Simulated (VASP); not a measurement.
# I (Cmce) in VASP: further runs

I is run at these levels: PBEsol, LDA; tasks: single point.

Program: VASP 6.6.1. These are calculated values, not measurements. Logs are shortened: lines on timing, memory, paths and dates and some standing lists are left out, and cuts for length are marked.

## (1) The cell of the first run

The structure is orthorhombic, space group Cmce (No. 64). Conventional cell: a = 7.498 Å, b = 4.396 Å, c = 9.622 Å, α = 90.00°, β = 90.00°, γ = 90.00°. I (site symmetry m) has 4 I at 2.81 to 3.72 Å within 3.8 Å.

## (2) Single point, PBEsol

INCAR reads:

```
PREC = Accurate
ENCUT = 520
EDIFF = 1E-7
ISMEAR = -1
SIGMA = 0.05
LREAL = False
LASPH = True
NELM = 60
ALGO = Normal
ISIF = 2
LWAVE = False
LCHARG = False
GGA = PS
NBANDS = 22
```

KPOINTS reads:

```
regular mesh
0
Gamma
  7 7 3
```

POSCAR reads:

```
I
1.0
    3.7491241195     -2.1978184850      0.0000000000
    3.7491241195      2.1978184850      0.0000000000
    0.0000000000      0.0000000000      9.6216389410
I
4
Direct
    0.6734615426      0.3265384574      0.3772401393
    0.1734615426      0.8265384574      0.1227598607
    0.3265384574      0.6734615426      0.6227598607
    0.8265384574      0.1734615426      0.8772401393
```

Potentials or basis: VASP PAW PBE potentials, release 64 (I).

The run is started by

```console
$ cat potpaw_PBE.64/I/POTCAR > POTCAR
$ mpirun -np 1 vasp_std > vasp.out
```

OUTCAR:

```text
PREC = Accurate
   ENCUT = 520
   EDIFF = 1E-7
   ISMEAR = -1
   LREAL = False
   LASPH = True
   NELM = 60
   ISIF = 2
   GGA = PS

 ion  position               nearest neighbor table
   1  0.673  0.327  0.377-   3 2.81   2 3.29   2 3.29
   2  0.173  0.827  0.123-   4 2.81   1 3.29   1 3.29
   3  0.327  0.673  0.623-   1 2.81   4 3.29   4 3.29
   4  0.827  0.173  0.877-   2 2.81   3 3.29   3 3.29

  LATTYP: Found a base centered orthorhombic cell.
 ALAT       =     4.3956369700
 B/A-ratio  =     1.7058388330
 C/A-ratio  =     2.1889066378

  Lattice vectors:

 A1 = (  -3.7491241195,  -2.1978184850,   0.0000000000)
 A2 = (   3.7491241195,  -2.1978184850,   0.0000000000)
 A3 = (   0.0000000000,   0.0000000000,   9.6216389410)

Analysis of symmetry for initial positions (statically):
=====================================================================
 Subroutine PRICEL returns:
 Original cell was already a primitive cell.

 Routine SETGRP: Setting up the symmetry group for a
 base centered orthorhombic supercell.

 Subroutine GETGRP returns: Found  8 space group operations
 (whereof  4 operations were pure point group operations)
 out of a pool of  8 trial point group operations.

The static configuration has the point symmetry C_2h.
 The point group associated with its full space group is D_2h.

Analysis of symmetry for dynamics (positions and initial velocities):
=====================================================================
 Subroutine PRICEL returns:
 Original cell was already a primitive cell.

 Routine SETGRP: Setting up the symmetry group for a
 base centered orthorhombic supercell.

 Subroutine GETGRP returns: Found  8 space group operations
 (whereof  4 operations were pure point group operations)
 out of a pool of  8 trial point group operations.

The dynamic configuration has the point symmetry C_2h.
 The point group associated with its full space group is D_2h.

 Subroutine INISYM returns: Found  8 space group operations
 (whereof  4 operations are pure point group operations),
 and found     1 'primitive' translations

----------------------------------------------------------------------------------------

                                     Primitive cell

  volume of cell :     158.5626

  direct lattice vectors                    reciprocal lattice vectors
     3.749124119 -2.197818485  0.000000000     0.133364483 -0.227498314  0.000000000
     3.749124119  2.197818485  0.000000000     0.133364483  0.227498314  0.000000000
     0.000000000  0.000000000  9.621638941     0.000000000  0.000000000  0.103932397

  length of vectors
     4.345841432  4.345841432  9.621638941     0.263707353  0.263707353  0.103932397

  position of ions in fractional coordinates (direct lattice)
     0.673461543  0.326538457  0.377240139
     0.173461543  0.826538457  0.122759861
     0.326538457  0.673461543  0.622759861
     0.826538457  0.173461543  0.877240139

  ion indices of the primitive-cell ions
   primitive index   ion index
                 1           1
                 2           2
                 3           3
                 4           4

----------------------------------------------------------------------------------------

 KPOINTS: regular mesh

Automatic generation of k-mesh.
 Grid dimensions read from file:
 generate k-points for:    7    7    3

 Generating k-lattice:

  Cartesian coordinates                     Fractional coordinates (reciprocal lattice)
     0.019052069 -0.032499759  0.000000000     0.142857143  0.000000000  0.000000000
     0.019052069  0.032499759  0.000000000     0.000000000  0.142857143  0.000000000
     0.000000000  0.000000000  0.034644132     0.000000000  0.000000000  0.333333333

  Length of vectors
     0.037672479  0.037672479  0.034644132

  Shift w.r.t. Gamma in fractional coordinates (k-lattice)
     0.000000000  0.000000000  0.000000000

 Subroutine IBZKPT returns following result:
 ===========================================

 Found     32 irreducible k-points:

 Following reciprocal coordinates:
            Coordinates               Weight
  0.000000  0.000000  0.000000      1.000000
  0.142857  0.000000  0.000000      4.000000
  0.285714 -0.000000  0.000000      4.000000
  0.428571  0.000000  0.000000      4.000000
  0.142857  0.142857  0.000000      2.000000
  0.285714  0.142857  0.000000      4.000000
[... 16 lines left out ...]
  0.428571  0.142857  0.333333      8.000000
 -0.428571  0.142857  0.333333      8.000000
 [... further k-points ...]
   k-points           NKPTS =     32   k-points in BZ     NKDIM =     32   number of bands    NBANDS=     22
   number of dos      NEDOS =    301   number of ions     NIONS =      4
   total plane-waves  NPLWV =  73728
   dimension x,y,z NGX =    32 NGY =   32 NGZ =   72
   dimension x,y,z NGXF=    64 NGYF=   64 NGZF=  144
   ions per type =               4
   NGX,Y,Z   is equivalent  to a cutoff of  12.24, 12.24, 12.44 a.u.
   NGXF,Y,Z  is equivalent  to a cutoff of  24.48, 24.48, 24.88 a.u.
 SYSTEM =  unknown system
   PREC   = accura    normal or accurate (medium, high low for compatibility)
   ISTART =      0    job   : 0-new  1-cont  2-samecut
   ICHARG =      2    charge: 1-file 2-atom 10-const
   ISPIN  =      1    spin polarized calculation?
   LNONCOLLINEAR =      F non collinear calculations
   LSORBIT =      F    spin-orbit coupling
   LASPH  =      T    aspherical Exc in radial PAW
   ENCUT  =  520.0 eV  38.22 Ry    6.18 a.u.   8.08  8.08 17.89*2*pi/ulx,y,z
   NELM   =     60;   NELMIN=  2; NELMDL= -5     # of ELM steps
   EDIFF  = 0.1E-06   stopping-criterion for ELM
   LREAL  =      F    real-space projection
   EDIFFG = 0.1E-05   stopping-criterion for IOM
   NSW    =      0    number of steps for IOM
   IBRION =     -1    ionic relax: 0-MD 1-quasi-New 2-CG
   NFREE  =      0    steps in history (QN), initial steepest desc. (CG)
   ISIF   =      2    stress and relaxation
   ISYM   =      2    0-nonsym 1-usesym 2-fastsym
   POTIM  = 0.5000    time-step for ionic-motion
   TEBEG  =    0.0;   TEEND  =   0.0 temperature during run
   PSTRESS=    0.0 pullay stress
   NELECT =      28.0000    total number of electrons
   NUPDOWN=      -1.0000    fix difference up-down
   EMIN   =  10.00;   EMAX   =-10.00  energy-range for DOS
   EFERMI =   0.00;   METHOD = LEGACY
   ISMEAR =    -1;   SIGMA  =   0.05  broadening in eV -4-tet -1-fermi 0-gaus
   EFERMI_NEDOS =   21; number of points for ismear=-14 and -15
   IALGO  =     38    algorithm
   IMIX   =      4    mixing-type and parameters
     AMIX     =   0.40;   BMIX     =  1.00
     AMIX_MAG =   1.60;   BMIX_MAG =  1.00
  volume/ion in A,a.u.               =      39.64       267.51
  Fermi-wavevector in a.u.,A,eV,Ry     =   0.918461  1.735639 11.477469  0.843570
  Thomas-Fermi vector in A             =   2.043545
   LORBIT       =      0    0 simple, 1 ext, 2 COOP (PROOUT), +10 PAW based schemes
   GGA     = PS    functional components
   LHFCALC =     F    Hartree Fock is set to
   AEXX    =    0.0000 exact exchange contribution
   IVDW    =     0    specifies the selected vdW correction
   LEPSILON=     F    determine dielectric tensor
   LRPA    =     F    only Hartree local field effects (RPA)
 non-spin polarized calculation
  energy-cutoff  :      520.00
  volume of cell :      158.56
 maximum number of plane-waves:      4288
   NGX = 17   NGY = 17   NGZ = 35

 number of electron      27.9999995 magnetization

 Free energy of the ion-electron system (eV)
  ---------------------------------------------------
  ext. energy  EPLUGINS =         0.00000000
  ---------------------------------------------------
  free energy    TOTEN  =        -7.02332251 eV

  energy without entropy =       -7.02330164  energy(sigma->0) =       -7.02331208

 E-fermi :   3.6459     XC(G=0):  -8.5349

 val. band max:        3.2615321271   @ k =   0.0000   0.0000   0.0000
 cond. band min:       4.0729374880   @ k =  -0.4286   0.4286   0.0000
 fundamental gap:      0.8114053609
 Fermi energy:         3.6458958658

 k-point     1 :       0.0000    0.0000    0.0000
  band No.  band energies     occupation
      1     -10.5577      2.00000
      2      -9.6914      2.00000
      3      -9.0090      2.00000
      4      -7.4719      2.00000
      5      -1.5472      2.00000
      6       0.1593      2.00000
[... 14 lines left out ...]
     21      10.2966      0.00000
     22      11.1059      0.00000

 k-point     2 :       0.1429    0.0000    0.0000
  band No.  band energies     occupation
      1     -10.4582      2.00000
      2      -9.6523      2.00000
      3      -8.9357      2.00000
      4      -7.5647      2.00000
      5      -1.5093      2.00000
      6      -0.1232      2.00000
[... 14 lines left out ...]
     21      10.2679      0.00000
     22      10.4398      0.00000

 k-point     3 :       0.2857   -0.0000    0.0000
  band No.  band energies     occupation
      1     -10.1892      2.00000
      2      -9.5832      2.00000
      3      -8.7403      2.00000
      4      -7.8234      2.00000
      5      -1.5677      2.00000
      6      -0.9768      2.00000
[... 14 lines left out ...]
     21      10.4712      0.00000
     22      11.3118      0.00000

 k-point     4 :       0.4286    0.0000    0.0000
  band No.  band energies     occupation
      1      -9.8511      2.00000
      2      -9.6162      2.00000
      3      -8.4760      2.00000
      4      -8.1633      2.00000
      5      -1.7603      2.00000
      6      -1.6167      2.00000
[... 14 lines left out ...]
     21      11.4350      0.00000
     22      11.7298      0.00000

 k-point     5 :       0.1429    0.1429    0.0000
  band No.  band energies     occupation
      1     -10.5025      2.00000
      2      -9.6492      2.00000
      3      -8.9608      2.00000
      4      -7.4579      2.00000
      5      -1.4950      2.00000
      6       0.0971      2.00000
[... 14 lines left out ...]
     21      10.3686      0.00000
     22      10.8009      0.00000

 k-point     6 :       0.2857    0.1429    0.0000
  band No.  band energies     occupation
      1     -10.3612      2.00000
      2      -9.5833      2.00000
      3      -8.8525      2.00000
      4      -7.5502      2.00000
      5      -1.4358      2.00000
      6      -0.2309      2.00000
[... 14 lines left out ...]
     21      10.4686      0.00000
     22      10.7404      0.00000

 k-point     7 :       0.4286    0.1429    0.0000
  band No.  band energies     occupation
      1     -10.0843      2.00000
      2      -9.5302      2.00000
      3      -8.6537      2.00000
      4      -7.8348      2.00000
      5      -1.5468      2.00000
      6      -1.0857      2.00000
[... 324 lines left out ...]
      6      -1.3343      2.00000
[... 14 lines left out ...]
     21      11.9335      0.00000
     22      12.1353      0.00000

 k-point    21 :       0.1429    0.1429    0.3333
  band No.  band energies     occupation
      1     -10.3734      2.00000
      2     -10.0095      2.00000
      3      -8.4581      2.00000
      4      -7.7726      2.00000
      5      -1.1253      2.00000
      6      -0.3494      2.00000
[... 14 lines left out ...]
     21      10.3399      0.00000
     22      10.6482      0.00000

 k-point    22 :       0.2857    0.1429    0.3333
  band No.  band energies     occupation
      1     -10.2393      2.00000
      2      -9.9008      2.00000
      3      -8.4165      2.00000
      4      -7.8172      2.00000
      5      -1.2230      2.00000
      6      -0.6928      2.00000
[... 14 lines left out ...]
     21      10.1315      0.00000
     22      10.3721      0.00000

 k-point    23 :       0.4286    0.1429    0.3333
  band No.  band energies     occupation
      1      -9.9866      2.00000
      2      -9.7304      2.00000
      3      -8.3904      2.00000
      4      -8.0019      2.00000
      5      -1.4635      2.00000
      6      -1.0930      2.00000
[... 14 lines left out ...]
     21      10.6382      0.00000
     22      10.7799      0.00000

 k-point    24 :      -0.4286    0.1429    0.3333
  band No.  band energies     occupation
      1      -9.7474      2.00000
      2      -9.6663      2.00000
      3      -8.3597      2.00000
      4      -8.2530      2.00000
      5      -1.5277      2.00000
      6      -1.3576      2.00000
[... 14 lines left out ...]
     21      11.5231      0.00000
     22      12.0805      0.00000

 [... further k-points ...]

------------------------ aborting loop because EDIFF is reached ----------------------------------------

  FORCE on cell =-STRESS in cart. coord.  units (eV):
  Direction    XX          YY          ZZ          XY          YZ          ZX
  --------------------------------------------------------------------------------------
  -------------------------------------------------------------------------------------
  Total        0.0138840     -0.0078127     -0.0024190      0.0000000     -0.0000000      0.0000000
  in kB        0.1402895     -0.0789430     -0.0244429      0.0000000     -0.0000000      0.0000000
  external PRESSURE =       0.0123012 kB  Pullay stress =       0.0000000 kB

 VOLUME and BASIS-vectors are now :
 -----------------------------------------------------------------------------
  energy-cutoff  :      520.00
  volume of cell :      158.56
      direct lattice vectors                 reciprocal lattice vectors
     3.749124119 -2.197818485  0.000000000     0.133364483 -0.227498314  0.000000000
     3.749124119  2.197818485  0.000000000     0.133364483  0.227498314  0.000000000
     0.000000000  0.000000000  9.621638941     0.000000000  0.000000000  0.103932397

 POSITION                                       TOTAL-FORCE (eV/Angst)
 -----------------------------------------------------------------------------------
      3.74912     -0.76247      3.62967         0.000000      0.002289      0.003988
      3.74912      1.43534      1.18115         0.000000      0.002289     -0.003988
      3.74912      0.76247      5.99197         0.000000     -0.002289     -0.003988
      3.74912     -1.43534      8.44049         0.000000     -0.002289      0.003988
 -----------------------------------------------------------------------------------
    total drift:                                0.000000     -0.000000      0.000000

  FREE ENERGIE OF THE ION-ELECTRON SYSTEM (eV)
  ---------------------------------------------------
  free  energy   TOTEN  =        -7.0233225131 eV

  energy  without entropy=       -7.0233016411  energy(sigma->0) =       -7.02331208
```

Wall time 72 s (1 thread of Intel Xeon 6975P-C (Granite Rapids), shared host); peak memory 0.28 GiB.

What came out:

```yaml
Free_energy: -7.0233 eV
Pressure: 0.0 GPa
Largest_force: 0.005 eV/Å
Band_gap_on_the_k_mesh: 0.81 eV (least direct gap 1.10 eV)
```

Forces on the atoms (eV/Å):
```
I    0.000  0.002  0.004
I    0.000  0.002 -0.004
I    0.000 -0.002 -0.004
I    0.000 -0.002  0.004
```

Caveat: the PAW data sets were made with another functional, which shifts forces and pressure a little; spin-orbit coupling is left out, which moves the levels of the heavy elements; an odd mesh through Γ misses points on the zone boundary, where band edges can lie.

## (3) Single point, LDA

This run uses another cell than the first one, of 40.07 Å³/atom.

INCAR reads:

```
ALGO     = Normal         # electronic algorithm
EDIFF    = 1E-6           # SCF threshold, eV
ENCUT    = 520            # plane-wave cutoff, eV
GGA      = CA             # functional
ISIF     = 2              # what is computed and relaxed
ISMEAR   = -1             # smearing method
LASPH    = True           # aspherical terms in the spheres
LCHARG   = True           # write CHGCAR
LELF     = True           # ELF
LREAL    = False          # projectors in reciprocal space
LVHAR    = True         
LWAVE    = False          # write WAVECAR
NBANDS   = 22             # bands
NELM     = 80             # most SCF steps
PREC     = Accurate       # precision mode
SIGMA    = 0.05           # smearing width, eV
```

KPOINTS reads:

```
k-points
0
Gamma
  7 7 3
```

POSCAR reads:

```
I
1.0
    3.5608297907     -2.3461283221      0.0000000000
    3.5608297907      2.3461283221      0.0000000000
    0.0000000000      0.0000000000      9.5935177805
I
4
Direct
    0.6493000000      0.3507000000      0.3844000000
    0.1493000000      0.8507000000      0.1156000000
    0.3507000000      0.6493000000      0.6156000000
    0.8507000000      0.1493000000      0.8844000000
```

Potentials or basis: VASP PAW LDA potentials, release 64 (I).

The run is started by

```console
$ cat potpaw_LDA.64/I/POTCAR > POTCAR
$ mpirun -np 1 vasp_std > vasp.out
```

It took 63 s on 1 thread of Intel Xeon 6975P-C (Granite Rapids), shared host; peak memory 0.24 GiB.

Results (log left out):

```yaml
Free_energy: -7.8072 eV
Pressure: 0.8 GPa
Largest_force: 1.314 eV/Å
Band_gap_on_the_k_mesh: 1.36 eV (least direct gap 1.49 eV)
```

Forces on the atoms (eV/Å):
```
I    0.000 -0.665 -1.133
I    0.000 -0.665  1.133
I    0.000  0.665  1.133
I    0.000  0.665 -1.133
```

Stress tensor (GPa, compression positive):
```
-0.54  0.00  0.00
 0.00  0.17  0.00
 0.00  0.00  2.86
```

Levels at points of the mesh, in eV from the valence-band top:
```tsv
k point	band 12	band 13	band 14	band 15	band 16	band 17
(0.00, 0.00, 0.00)	-0.62	-0.05	0.00	1.49	2.38	4.92
```

Caveat: spin-orbit coupling is left out, which moves the levels of the heavy elements; an odd mesh through Γ misses points on the zone boundary, where band edges can lie; forces of over 1 eV/Å act on the atoms, so gaps and moduli don't describe the material at rest.

## (4) Single point, LDA

This run uses another cell than the first one, of 40.93 Å³/atom.

INCAR reads:

```
SYSTEM = I
PREC = Accurate ; ENCUT = 520
EDIFF = 1E-6 ; ISMEAR = -1
SIGMA = 0.05 ; LREAL = .False.
LASPH = .True. ; NELM = 80
ALGO = Normal ; ISIF = 2
LWAVE = .False. ; LCHARG = .False.
NBANDS = 22
```

KPOINTS reads:

```
regular mesh
0
Gamma
  7 7 3
  0 0 0
```

POSCAR reads:

```
I
1.0
    3.5859068830     -2.3626508969      0.0000000000
    3.5859068830      2.3626508969      0.0000000000
    0.0000000000      0.0000000000      9.6610799909
I
4
Direct
    0.6493000000      0.3507000000      0.3844000000
    0.1493000000      0.8507000000      0.1156000000
    0.3507000000      0.6493000000      0.6156000000
    0.8507000000      0.1493000000      0.8844000000
```

The run is started by

```console
$ cat potpaw_LDA.64/I/POTCAR > POTCAR
$ mpirun -np 1 vasp_std > vasp.out
```

Run time: 48 s. Hardware: 1 thread of Intel Xeon 6975P-C (Granite Rapids), shared host; peak memory 0.24 GiB.

The run converged. Its results:

```yaml
Free_energy: -7.8179 eV
Pressure: 0.2 GPa
Largest_force: 1.102 eV/Å
Band_gap_on_the_k_mesh: 1.32 eV (least direct gap 1.43 eV)
```

Forces in eV/Å, atoms in the order of the input:
```
I    0.000 -0.537 -0.963
I    0.000 -0.537  0.963
I    0.000  0.537  0.963
I    0.000  0.537 -0.963
```

Stress tensor (GPa, compression positive):
```
-0.64  0.00  0.00
 0.00 -0.43  0.00
 0.00  0.00  1.61
```

Levels at points of the mesh, in eV from the valence-band top:
| k point | band 11 | band 12 | band 13 | band 14 | band 15 | band 16 | band 17 | band 18 |
| --- | --- | --- | --- | --- | --- | --- | --- | --- |
| (0.00, 0.00, 0.00) | -1.18 | -0.60 | -0.05 | 0.00 | 1.43 | 2.30 | 4.98 | 5.03 |

Caveat: spin-orbit coupling is left out, which moves the levels of the heavy elements; an odd mesh through Γ misses points on the zone boundary, where band edges can lie; forces of over 1 eV/Å act on the atoms, so gaps and moduli don't describe the material at rest.

## (5) The runs side by side

| level | potentials or basis | cell | gap on the mesh (eV) | pressure (GPa) | largest force (eV/Å) |
| --- | --- | --- | --- | --- | --- |
| PBEsol | VASP PAW PBE potentials, release 64 (I) | a = 4.346, b = 4.346, c = 9.622 Å, angles 90.0, 90.0, 60.8°, 4 atoms, atomic positions A | 0.81 | 0.0 | - |
| LDA | VASP PAW LDA potentials, release 64 (I) | a = 4.264, b = 4.264, c = 9.594 Å, angles 90.0, 90.0, 66.8°, 4 atoms, atomic positions B | 1.36 | 0.8 | 1.31 |
| LDA | VASP PAW LDA potentials, release 64 (I) | a = 4.294, b = 4.294, c = 9.661 Å, angles 90.0, 90.0, 66.8°, 4 atoms, atomic positions B | 1.32 | 0.2 | 1.10 |

Alike in all rows: task single point; no spin polarisation; k mesh 7 × 7 × 3; cutoff (eV) 520; smearing fermi-dirac 0.05 eV.

Caveats: spin-orbit coupling is left out, which moves the levels of the heavy elements; an odd mesh through Γ misses points on the zone boundary, where band edges can lie; forces of over 1 eV/Å act on the atoms, so gaps and moduli don't describe the material at rest (at least some runs); the PAW data sets were made with another functional, which shifts forces and pressure a little (at least some runs).

Total energies depend on the potentials used, so only differences within one code and one set of settings carry meaning.
